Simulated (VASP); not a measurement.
# P (Ibam) in VASP: single point with PBE

Aim: the single point of P with PBE.

Everything below comes from runs of VASP 6.6.1. Logs are shortened: lines on timing, memory, paths and dates and some standing lists are left out, and cuts for length are marked.

**1. The cell of the first run**

It takes space group Ibam (No. 72, orthorhombic). The conventional cell has a = 4.558 Å, b = 22.571 Å, c = 3.310 Å, α = 90.00°, β = 90.00°, γ = 90.00°. Within 2.9 Å of P (site symmetry m) lie 3 P at 2.23 to 2.26 Å. P (site symmetry m) has 3 P at 2.23 to 2.26 Å within 2.9 Å.

**2. Single point, PBE (the part above a cut slid along it)**

Input file INCAR:

```
SYSTEM = P
  PREC = Accurate
  ENCUT = 520
  EDIFF = 1E-6
  ISMEAR = 0
  SIGMA = 0.03
  LREAL = .FALSE.
  LASPH = .TRUE.
  NELM = 80
  ALGO = Normal
  ISIF = 2
  LWAVE = .FALSE.
  LCHARG = .FALSE.
  GGA = PE
  ISYM = 0
  NBANDS = 30
```

Input file KPOINTS:

```
regular mesh
0
G
  10 7 3
  0 0 0
```

Input file POSCAR:

```
P
1.0
   -3.3104324909      0.0000000000      0.0000000000
    0.0000000000      0.0000000000     -4.5577726732
   -1.6552162454    -11.2854350009      2.2788863366
P
8
Direct
   -0.4220353930      0.5083151484      0.8440707859
    0.3279646070      0.2583151484      0.3440707859
   -0.1720353929      0.5857556374      0.3440707859
    0.0779646071      0.8357556374      0.8440707859
   -0.3279646070      1.2416848515      0.6559292141
    0.4220353930      0.9916848516      0.1559292141
   -0.0779646070      0.6642443626      0.1559292141
    0.1720353929      0.9142443626      0.6559292141
```

Potentials or basis: VASP PAW PBE potentials, release 64 (P).

On the command line:

```console
> cat potpaw_PBE.64/P/POTCAR > POTCAR
> mpirun -np 1 vasp_std > vasp.out
```

OUTCAR:

```text
SYSTEM = P
   PREC = Accurate
   ENCUT = 520
   EDIFF = 1E-6
   ISMEAR = 0
   LREAL = .FALSE.
   LASPH = .TRUE.
   NELM = 80
   ISIF = 2
   GGA = PE
   ISYM = 0

 ion  position               nearest neighbor table
   1  0.578  0.508  0.844-   4 2.23   4 2.23   5 2.26
   2  0.328  0.258  0.344-   3 2.23   3 2.23   6 2.26
   3  0.828  0.586  0.344-   2 2.23   2 2.23   7 2.26
   4  0.078  0.836  0.844-   1 2.23   1 2.23   8 2.26
   5  0.672  0.242  0.656-   8 2.23   8 2.23   1 2.26
   6  0.422  0.992  0.156-   7 2.23   7 2.23   2 2.26
   7  0.922  0.664  0.156-   6 2.23   6 2.23   3 2.26
   8  0.172  0.914  0.656-   5 2.23   5 2.23   4 2.26

IMPORTANT INFORMATION: All symmetrisations will be switched off!
NOSYMM: (Re-)initialisation of all symmetry stuff for point group C_1.

----------------------------------------------------------------------------------------

                                     Primitive cell

  volume of cell :     170.2769

  direct lattice vectors                    reciprocal lattice vectors
    -3.310432491  0.000000000  0.000000000    -0.302075334  0.044304894  0.000000000
     0.000000000  0.000000000 -4.557772673     0.000000000 -0.044304894 -0.219405414
    -1.655216245-11.285435001  2.278886337     0.000000000 -0.088609788  0.000000000

  length of vectors
     3.310432491  4.557772673 11.631599499     0.305307109  0.223833999  0.088609788

  position of ions in fractional coordinates (direct lattice)
     0.577964607  0.508315148  0.844070786
     0.327964607  0.258315148  0.344070786
     0.827964607  0.585755637  0.344070786
     0.077964607  0.835755637  0.844070786
     0.672035393  0.241684851  0.655929214
     0.422035393  0.991684852  0.155929214
     0.922035393  0.664244363  0.155929214
     0.172035393  0.914244363  0.655929214

  ion indices of the primitive-cell ions
   primitive index   ion index
                 1           1
                 2           2
                 3           3
                 4           4
                 5           5
                 6           6
                 7           7
                 8           8

----------------------------------------------------------------------------------------

 KPOINTS: regular mesh

Automatic generation of k-mesh.
 Grid dimensions read from file:
 generate k-points for:   10    7    3

 Generating k-lattice:

[... 82 lines left out ...]
   NELM   =     80;   NELMIN=  2; NELMDL= -5     # of ELM steps
   EDIFF  = 0.1E-05   stopping-criterion for ELM
   LREAL  =      F    real-space projection
   EDIFFG = 0.1E-04   stopping-criterion for IOM
   NSW    =      0    number of steps for IOM
   IBRION =     -1    ionic relax: 0-MD 1-quasi-New 2-CG
   NFREE  =      0    steps in history (QN), initial steepest desc. (CG)
   ISIF   =      2    stress and relaxation
   ISYM   =      0    0-nonsym 1-usesym 2-fastsym
   POTIM  = 0.5000    time-step for ionic-motion
   TEBEG  =    0.0;   TEEND  =   0.0 temperature during run
   PSTRESS=    0.0 pullay stress
   NELECT =      40.0000    total number of electrons
   NUPDOWN=      -1.0000    fix difference up-down
   EMIN   =  10.00;   EMAX   =-10.00  energy-range for DOS
   EFERMI =   0.00;   METHOD = LEGACY
   ISMEAR =     0;   SIGMA  =   0.03  broadening in eV -4-tet -1-fermi 0-gaus
   EFERMI_NEDOS =   21; number of points for ismear=-14 and -15
   IALGO  =     38    algorithm
   IMIX   =      4    mixing-type and parameters
     AMIX     =   0.40;   BMIX     =  1.00
     AMIX_MAG =   1.60;   BMIX_MAG =  1.00
  volume/ion in A,a.u.               =      21.28       143.64
  Fermi-wavevector in a.u.,A,eV,Ry     =   1.010128  1.908864 13.882812  1.020358
  Thomas-Fermi vector in A             =   2.143098
   LORBIT       =      0    0 simple, 1 ext, 2 COOP (PROOUT), +10 PAW based schemes
   GGA     = PE    functional components
   LHFCALC =     F    Hartree Fock is set to
   AEXX    =    0.0000 exact exchange contribution
   IVDW    =     0    specifies the selected vdW correction
   LEPSILON=     F    determine dielectric tensor
   LRPA    =     F    only Hartree local field effects (RPA)
 non-spin polarized calculation
 Gauss-broadening in eV      SIGMA  =   0.03
  energy-cutoff  :      520.00
  volume of cell :      170.28
 maximum number of plane-waves:      4612
 NGX is ok and might be reduce to    28
   NGX = 13   NGY = 17   NGZ = 43

 number of electron      39.9999998 magnetization

 Free energy of the ion-electron system (eV)
  ---------------------------------------------------
  ext. energy  EPLUGINS =         0.00000000
  ---------------------------------------------------
  free energy    TOTEN  =       -42.98298474 eV

  energy without entropy =      -42.98271892  energy(sigma->0) =      -42.98285183

 E-fermi :   5.2338     XC(G=0):  -9.2241

 val. band max:        5.1827964588   @ k =  -0.1000   0.0000   0.3333
 cond. band min:       5.2452924797   @ k =   0.1000   0.0000   0.0000
 fundamental gap:      0.0624960209
 Fermi energy:         5.2338375033

 k-point     1 :       0.0000    0.0000    0.0000
  band No.  band energies     occupation
      1     -10.1434      2.00000
      2     -10.0258      2.00000
      3      -7.7597      2.00000
      4      -7.4580      2.00000
      5      -4.2163      2.00000
      6      -4.2160      2.00000
[... 781 lines left out ...]
     29       9.4042      0.00000
     30       9.8772      0.00000

 [... further k-points ...]
[... 5 lines left out ...]
  --------------------------------------------------------------------------------------
  -------------------------------------------------------------------------------------
  Total       -0.2996109     -0.0973617     -0.3142244     -0.0005719      0.0000391      0.0000609
  in kB       -2.8191127     -0.9161006     -2.9566149     -0.0053813      0.0003675      0.0005729
  external PRESSURE =      -2.2306094 kB  Pullay stress =       0.0000000 kB

 VOLUME and BASIS-vectors are now :
 -----------------------------------------------------------------------------
  energy-cutoff  :      520.00
  volume of cell :      170.28
      direct lattice vectors                 reciprocal lattice vectors
    -3.310432491  0.000000000  0.000000000    -0.302075334  0.044304894  0.000000000
     0.000000000  0.000000000 -4.557772673     0.000000000 -0.044304894 -0.219405414
    -1.655216245-11.285435001  2.278886337     0.000000000 -0.088609788  0.000000000

 POSITION                                       TOTAL-FORCE (eV/Angst)
 -----------------------------------------------------------------------------------
     -3.31043     -9.52571     -0.39324         0.000015      0.066079     -0.043683
     -1.65522     -3.88299     -0.39324         0.000000      0.032904     -0.038956
     -3.31043     -3.88299     -1.88564         0.000025      0.032694      0.038854
     -1.65522     -9.52571     -1.88564         0.000021      0.065970      0.043608
     -3.31043     -7.40245      0.39324        -0.000001     -0.032903      0.038956
     -1.65522     -1.75973     -4.16453        -0.000015     -0.066080      0.043683
     -3.31043     -1.75973     -2.67213        -0.000021     -0.065967     -0.043609
     -1.65522     -7.40245     -2.67213        -0.000024     -0.032697     -0.038853
 -----------------------------------------------------------------------------------
    total drift:                               -0.000003      0.000000      0.000001

  FREE ENERGIE OF THE ION-ELECTRON SYSTEM (eV)
  ---------------------------------------------------
  free  energy   TOTEN  =       -42.9829847383 eV

  energy  without entropy=      -42.9827189226  energy(sigma->0) =      -42.98285183
```

OSZICAR:

```text
N       E                     dE             d eps       ncg     rms          rms(c)
DAV:   1     0.153834658532E+03    0.15383E+03   -0.16454E+04  6360   0.113E+03
DAV:   2    -0.310091397721E+02   -0.18484E+03   -0.17757E+03  8036   0.186E+02
DAV:   3    -0.430437067038E+02   -0.12035E+02   -0.11878E+02  8010   0.481E+01
DAV:   4    -0.432942175136E+02   -0.25051E+00   -0.24959E+00  8618   0.787E+00
DAV:   5    -0.432996318098E+02   -0.54143E-02   -0.54121E-02  8344   0.116E+00    0.141E+01
DAV:   6    -0.430759529880E+02    0.22368E+00   -0.12912E-01  7700   0.149E+00    0.839E+00
DAV:   7    -0.429820794204E+02    0.93874E-01   -0.23851E-01  7914   0.206E+00    0.360E-01
DAV:   8    -0.429826389307E+02   -0.55951E-03   -0.23489E-02  7642   0.681E-01    0.212E-01
DAV:   9    -0.429828345039E+02   -0.19557E-03   -0.77558E-04  9068   0.135E-01    0.146E-01
DAV:  10    -0.429829553462E+02   -0.12084E-03   -0.32201E-04  7740   0.759E-02    0.964E-02
DAV:  11    -0.429829827552E+02   -0.27409E-04   -0.64457E-05  7628   0.437E-02    0.167E-02
DAV:  12    -0.429829841647E+02   -0.14095E-05   -0.21973E-06  7306   0.738E-03    0.101E-02
DAV:  13    -0.429829847383E+02   -0.57355E-06   -0.14986E-06  5736   0.650E-03
   1 F= -.42982985E+02 E0= -.42982852E+02  d E =-.265816E-03
```

stdout:

```text
POSCAR found type information on POSCAR P
 POSCAR found :  1 types and       8 ions
 scaLAPACK will be used
 LDA part: xc-table for (Slater+PW92), standard interpolation
 -----------------------------------------------------------------------------
|                                                                             |
|           W    W    AA    RRRRR   N    N  II  N    N   GGGG   !!!           |
|           W    W   A  A   R    R  NN   N  II  NN   N  G    G  !!!           |
|           W    W  A    A  R    R  N N  N  II  N N  N  G       !!!           |
|           W WW W  AAAAAA  RRRRR   N  N N  II  N  N N  G  GGG   !            |
|           WW  WW  A    A  R   R   N   NN  II  N   NN  G    G                |
|           W    W  A    A  R    R  N    N  II  N    N   GGGG   !!!           |
|                                                                             |
|     Your reciprocal lattice and k-lattice belong to different lattice       |
|     classes:                                                                |
|                                                                             |
|        The reciprocal lattice is face-centered orthorhombic,                |
|        whereas your k-lattice is triclinic.                                 |
|                                                                             |
|     Results are often still useful ...                                      |
|                                                                             |
 -----------------------------------------------------------------------------

 POSCAR, INCAR and KPOINTS ok, starting setup
 FFT: planning ... GRIDC
 FFT: planning ... GRID_SOFT
 FFT: planning ... GRID
 WAVECAR not read
 entering main loop
```

Run time: 15 min. Hardware: 1 thread of Intel Xeon 8259CL, shared host; peak memory 0.51 GiB.

Results:

```yaml
Free_energy: -42.9830 eV
Pressure: -0.2 GPa
Largest_force: 0.079 eV/Å
Band_gap_on_the_k_mesh: zero (bands 20 and 21 overlap by 0.13 eV)
```

Forces on the atoms (eV/Å):
```
P    0.000  0.066 -0.044
P    0.000  0.033 -0.039
P    0.000  0.033  0.039
P    0.000  0.066  0.044
P    0.000 -0.033  0.039
P    0.000 -0.066  0.044
P    0.000 -0.066 -0.044
P    0.000 -0.033 -0.039
```

Caveat: the cell differs from its parent crystal (the part above a cut slid along it); this functional lacks dispersion, which binds layers or chains, so the pressure and a relaxed spacing across them are unreliable.

The gap in the log of VASP goes by the Fermi energy; the results here count the filled bands.